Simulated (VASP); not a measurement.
# AlN (R-3m) in VASP: notebook

The runs below take AlN through single point, with PBE.

All numbers are computed with VASP 6.6.1; they aren't measurements. Logs are shortened: lines on timing, memory, paths and dates and some standing lists are left out, and cuts for length are marked.

### Step 1. The cell of the first run

The structure is trigonal, space group R-3m (No. 166). The conventional cell has a = 2.743 Å, b = 2.743 Å, c = 7.137 Å, α = 90.00°, β = 90.00°, γ = 120.00°. Al (site symmetry -3m) has 6 N at 1.98 Å within 2.6 Å. N (site symmetry -3m) has 6 Al at 1.98 Å within 2.6 Å.

### Step 2. Single point, PBE

INCAR

```
PREC = Accurate ; ENCUT = 520
EDIFF = 1E-7 ; ISMEAR = 0
SIGMA = 0.05 ; LREAL = F
LASPH = T ; NELM = 60
ALGO = Normal ; ISIF = 2
LWAVE = F ; LCHARG = T
GGA = PE ; LELF = T
LVHAR = T ; NBANDS = 11
```

KPOINTS

```
regular mesh
0
Gamma
  10 10 10
```

POSCAR

```
AlN
1.0
    0.0803063325      2.0200728191      2.0200728191
    2.0200728191      0.0803063325      2.0200728191
    2.0200728191      2.0200728191      0.0803063325
Al N
1 1
Direct
    0.5000000000      0.5000000000      0.5000000000
    0.0000000000      0.0000000000      0.0000000000
```

Potentials or basis: VASP PAW PBE potentials, release 64 (Al, N).

Run with:

```sh
$ cat potpaw_PBE.64/Al/POTCAR potpaw_PBE.64/N/POTCAR > POTCAR
$ mpirun -np 1 vasp_std > vasp.out
```

OUTCAR:

```text
PREC = Accurate
   ENCUT = 520
   EDIFF = 1E-7
   ISMEAR = 0
   LREAL = F
   LASPH = T
   NELM = 60
   ISIF = 2
   GGA = PE

 ion  position               nearest neighbor table
   1  0.500  0.500  0.500-   2 1.98   2 1.98   2 1.98   2 1.98   2 1.98   2 1.98
   2  0.000  0.000  0.000-   1 1.98   1 1.98   1 1.98   1 1.98   1 1.98   1 1.98

  LATTYP: Found a trigonal (rhomboedric) cell.
 ALAT       =     2.8579428784
 COS(alpha) =     0.5393280015

  Lattice vectors:

 A1 = (   0.0803063325,   2.0200728191,   2.0200728191)
 A2 = (   2.0200728191,   0.0803063325,   2.0200728191)
 A3 = (   2.0200728191,   2.0200728191,   0.0803063325)

Analysis of symmetry for initial positions (statically):
=====================================================================
 Subroutine PRICEL returns:
 Original cell was already a primitive cell.

 Routine SETGRP: Setting up the symmetry group for a
 trigonal (rhombohedral) supercell.

 Subroutine GETGRP returns: Found 12 space group operations
 (whereof 12 operations were pure point group operations)
 out of a pool of 12 trial point group operations.

The static configuration has the point symmetry D_3d.

Analysis of symmetry for dynamics (positions and initial velocities):
=====================================================================
 Subroutine PRICEL returns:
 Original cell was already a primitive cell.

 Routine SETGRP: Setting up the symmetry group for a
 trigonal (rhombohedral) supercell.

 Subroutine GETGRP returns: Found 12 space group operations
 (whereof 12 operations were pure point group operations)
 out of a pool of 12 trial point group operations.

The dynamic configuration has the point symmetry D_3d.

 Subroutine INISYM returns: Found 12 space group operations
 (whereof 12 operations are pure point group operations),
 and found     1 'primitive' translations

----------------------------------------------------------------------------------------

                                     Primitive cell

  volume of cell :      15.5040

  direct lattice vectors                    reciprocal lattice vectors
     0.080306332  2.020072819  2.020072819    -0.262786706  0.252739264  0.252739264
     2.020072819  0.080306332  2.020072819     0.252739264 -0.262786706  0.252739264
     2.020072819  2.020072819  0.080306332     0.252739264  0.252739264 -0.262786706

  length of vectors
     2.857942878  2.857942878  2.857942878     0.443633998  0.443633998  0.443633998

  position of ions in fractional coordinates (direct lattice)
     0.500000000  0.500000000  0.500000000
     0.000000000  0.000000000  0.000000000

  ion indices of the primitive-cell ions
   primitive index   ion index
                 1           1
                 2           2

----------------------------------------------------------------------------------------

 KPOINTS: regular mesh

Automatic generation of k-mesh.
 Grid dimensions read from file:
 generate k-points for:   10   10   10

 Generating k-lattice:

  Cartesian coordinates                     Fractional coordinates (reciprocal lattice)
    -0.026278671  0.025273926  0.025273926     0.100000000  0.000000000  0.000000000
     0.025273926 -0.026278671  0.025273926     0.000000000  0.100000000  0.000000000
     0.025273926  0.025273926 -0.026278671     0.000000000  0.000000000  0.100000000

  Length of vectors
     0.044363400  0.044363400  0.044363400

  Shift w.r.t. Gamma in fractional coordinates (k-lattice)
     0.000000000  0.000000000  0.000000000

 Subroutine IBZKPT returns following result:
 ===========================================

 Found    116 irreducible k-points:

 Following reciprocal coordinates:
            Coordinates               Weight
  0.000000  0.000000  0.000000      1.000000
  0.100000  0.000000  0.000000      6.000000
  0.200000  0.000000  0.000000      6.000000
  0.300000  0.000000  0.000000      6.000000
  0.400000 -0.000000 -0.000000      6.000000
  0.500000  0.000000  0.000000      3.000000
[... 16 lines left out ...]
  0.300000  0.300000  0.000000      6.000000
  0.400000  0.300000  0.000000     12.000000
 [... further k-points ...]
   k-points           NKPTS =    116   k-points in BZ     NKDIM =    116   number of bands    NBANDS=     11
   number of dos      NEDOS =    301   number of ions     NIONS =      2
   total plane-waves  NPLWV =  13824
   dimension x,y,z NGX =    24 NGY =   24 NGZ =   24
   dimension x,y,z NGXF=    48 NGYF=   48 NGZF=   48
   ions per type =               1   1
   NGX,Y,Z   is equivalent  to a cutoff of  13.96, 13.96, 13.96 a.u.
   NGXF,Y,Z  is equivalent  to a cutoff of  27.92, 27.92, 27.92 a.u.
 SYSTEM =  unknown system
   PREC   = accura    normal or accurate (medium, high low for compatibility)
   ISTART =      0    job   : 0-new  1-cont  2-samecut
   ICHARG =      2    charge: 1-file 2-atom 10-const
   ISPIN  =      1    spin polarized calculation?
   LNONCOLLINEAR =      F non collinear calculations
   LSORBIT =      F    spin-orbit coupling
   LASPH  =      T    aspherical Exc in radial PAW
   ENCUT  =  520.0 eV  38.22 Ry    6.18 a.u.   5.31  5.31  5.31*2*pi/ulx,y,z
   NELM   =     60;   NELMIN=  2; NELMDL= -5     # of ELM steps
   EDIFF  = 0.1E-06   stopping-criterion for ELM
   LREAL  =      F    real-space projection
   EDIFFG = 0.1E-05   stopping-criterion for IOM
   NSW    =      0    number of steps for IOM
   IBRION =     -1    ionic relax: 0-MD 1-quasi-New 2-CG
   NFREE  =      0    steps in history (QN), initial steepest desc. (CG)
   ISIF   =      2    stress and relaxation
   ISYM   =      2    0-nonsym 1-usesym 2-fastsym
   POTIM  = 0.5000    time-step for ionic-motion
   TEBEG  =    0.0;   TEEND  =   0.0 temperature during run
   PSTRESS=    0.0 pullay stress
   NELECT =       8.0000    total number of electrons
   NUPDOWN=      -1.0000    fix difference up-down
   EMIN   =  10.00;   EMAX   =-10.00  energy-range for DOS
   EFERMI =   0.00;   METHOD = LEGACY
   ISMEAR =     0;   SIGMA  =   0.05  broadening in eV -4-tet -1-fermi 0-gaus
   EFERMI_NEDOS =   21; number of points for ismear=-14 and -15
   IALGO  =     38    algorithm
   IMIX   =      4    mixing-type and parameters
     AMIX     =   0.40;   BMIX     =  1.00
     AMIX_MAG =   1.60;   BMIX_MAG =  1.00
  volume/ion in A,a.u.               =       7.75        52.31
  Fermi-wavevector in a.u.,A,eV,Ry     =   1.313077  2.481356 23.458778  1.724172
  Thomas-Fermi vector in A             =   2.443425
   LORBIT       =      0    0 simple, 1 ext, 2 COOP (PROOUT), +10 PAW based schemes
   GGA     = PE    functional components
   LHFCALC =     F    Hartree Fock is set to
   AEXX    =    0.0000 exact exchange contribution
   IVDW    =     0    specifies the selected vdW correction
   LEPSILON=     F    determine dielectric tensor
   LRPA    =     F    only Hartree local field effects (RPA)
 non-spin polarized calculation
 Gauss-broadening in eV      SIGMA  =   0.05
  energy-cutoff  :      520.00
  volume of cell :       15.50
 maximum number of plane-waves:       426
 NGX is ok and might be reduce to    24
   NGX = 11   NGY = 11   NGZ = 11

 number of electron       8.0000001 magnetization

 Free energy of the ion-electron system (eV)
  ---------------------------------------------------
  ext. energy  EPLUGINS =         0.00000000
  ---------------------------------------------------
  free energy    TOTEN  =       -14.36495856 eV

  energy without entropy =      -14.36495856  energy(sigma->0) =      -14.36495856

 E-fermi :  11.4088     XC(G=0): -12.5897

 val. band max:       11.1440013561   @ k =   0.0000   0.0000   0.0000
 cond. band min:      15.3580579024   @ k =   0.5000   0.5000   0.0000
 fundamental gap:      4.2140565463
 Fermi energy:        11.4087601950

 k-point     1 :       0.0000    0.0000    0.0000
  band No.  band energies     occupation
      1      -7.3231      2.00000
      2      10.1975      2.00000
      3      11.1440      2.00000
      4      11.1440      2.00000
      5      17.1699      0.00000
      6      22.2688      0.00000
      7      23.8324      0.00000
      8      23.8324      0.00000
      9      28.2816      0.00000
     10      29.1505      0.00000
     11      29.1505      0.00000

 k-point     2 :       0.1000    0.0000    0.0000
  band No.  band energies     occupation
      1      -7.0983      2.00000
      2       9.8436      2.00000
      3      10.3566      2.00000
      4      10.9889      2.00000
      5      17.6736      0.00000
      6      22.4549      0.00000
      7      22.9828      0.00000
      8      24.0939      0.00000
      9      27.3781      0.00000
     10      27.9435      0.00000
     11      29.7534      0.00000

 k-point     3 :       0.2000    0.0000    0.0000
  band No.  band energies     occupation
      1      -6.4431      2.00000
      2       7.8060      2.00000
      3       9.8711      2.00000
      4      10.6144      2.00000
      5      18.0442      0.00000
      6      22.1670      0.00000
      7      23.3668      0.00000
      8      24.0823      0.00000
      9      26.3936      0.00000
     10      27.7592      0.00000
     11      29.2861      0.00000

 k-point     4 :       0.3000    0.0000    0.0000
  band No.  band energies     occupation
      1      -5.4315      2.00000
      2       5.3387      2.00000
      3       9.5264      2.00000
      4      10.2021      2.00000
      5      17.5856      0.00000
      6      22.7786      0.00000
      7      23.2747      0.00000
      8      23.3067      0.00000
      9      27.6086      0.00000
     10      28.4814      0.00000
     11      29.5398      0.00000

 k-point     5 :       0.4000   -0.0000   -0.0000
  band No.  band energies     occupation
      1      -4.2871      2.00000
      2       3.2076      2.00000
      3       9.2851      2.00000
      4       9.9002      2.00000
      5      17.1176      0.00000
      6      22.0878      0.00000
      7      22.6524      0.00000
      8      24.5818      0.00000
      9      27.5682      0.00000
     10      30.1696      0.00000
     11      32.0170      0.00000
[... 211 lines left out ...]
 k-point    21 :      -0.3000    0.2000   -0.0000
  band No.  band energies     occupation
      1      -4.0332      2.00000
      2       4.3030      2.00000
      3       7.0223      2.00000
      4       9.3024      2.00000
      5      18.8913      0.00000
      6      21.0527      0.00000
      7      22.7224      0.00000
      8      23.6475      0.00000
      9      28.0166      0.00000
     10      31.7049      0.00000
     11      32.6266      0.00000

 k-point    22 :      -0.2000    0.2000    0.0000
  band No.  band energies     occupation
      1      -5.0793      2.00000
      2       5.8482      2.00000
      3       7.8066      2.00000
      4       9.7941      2.00000
      5      19.4737      0.00000
      6      20.8020      0.00000
      7      22.3732      0.00000
      8      23.7741      0.00000
      9      25.9089      0.00000
     10      31.4397      0.00000
     11      32.2188      0.00000

 k-point    23 :       0.3000    0.3000    0.0000
  band No.  band energies     occupation
      1      -4.9085      2.00000
      2       5.8201      2.00000
      3       8.2801      2.00000
      4       9.0984      2.00000
      5      17.1727      0.00000
      6      18.7363      0.00000
      7      23.0951      0.00000
      8      27.1682      0.00000
      9      27.4676      0.00000
     10      32.0296      0.00000
     11      35.4383      0.00000

 k-point    24 :       0.4000    0.3000    0.0000
  band No.  band energies     occupation
      1      -4.0769      2.00000
      2       4.7594      2.00000
      3       7.9768      2.00000
      4       8.2188      2.00000
      5      16.6600      0.00000
      6      18.7677      0.00000
      7      23.5623      0.00000
      8      27.1903      0.00000
      9      28.2064      0.00000
     10      33.3347      0.00000
     11      36.6711      0.00000

 [... further k-points ...]
[... 5 lines left out ...]
  --------------------------------------------------------------------------------------
  -------------------------------------------------------------------------------------
  Total        2.4146159      2.4146159      2.4146159     -1.4186813     -1.4186813     -1.4186813
  in kB      249.5254725    249.5254725    249.5254725   -146.6059713   -146.6059713   -146.6059713
  external PRESSURE =     249.5254725 kB  Pullay stress =       0.0000000 kB

 VOLUME and BASIS-vectors are now :
 -----------------------------------------------------------------------------
  energy-cutoff  :      520.00
  volume of cell :       15.50
      direct lattice vectors                 reciprocal lattice vectors
     0.080306332  2.020072819  2.020072819    -0.262786706  0.252739264  0.252739264
     2.020072819  0.080306332  2.020072819     0.252739264 -0.262786706  0.252739264
     2.020072819  2.020072819  0.080306332     0.252739264  0.252739264 -0.262786706

 POSITION                                       TOTAL-FORCE (eV/Angst)
 -----------------------------------------------------------------------------------
      2.06023      2.06023      2.06023         0.000000      0.000000      0.000000
      0.00000      0.00000      0.00000        -0.000000      0.000000     -0.000000
 -----------------------------------------------------------------------------------
    total drift:                                0.000000     -0.000000     -0.000000

  FREE ENERGIE OF THE ION-ELECTRON SYSTEM (eV)
  ---------------------------------------------------
  free  energy   TOTEN  =       -14.3649585572 eV

  energy  without entropy=      -14.3649585572  energy(sigma->0) =      -14.36495856
```

It took 10 s on 1 thread of Intel Xeon Platinum 8488C (Sapphire Rapids), shared host; peak memory 0.14 GiB.

What came out:

```yaml
Free_energy: -14.3650 eV
Pressure: 25.0 GPa
Band_gap_on_the_k_mesh: 4.21 eV, indirect (least direct gap 6.03 eV)
```

A k mesh can miss the band edges. PBE gaps usually lie below the measured ones, often by a third to a half.

(Part 1 of 2 ends here.)
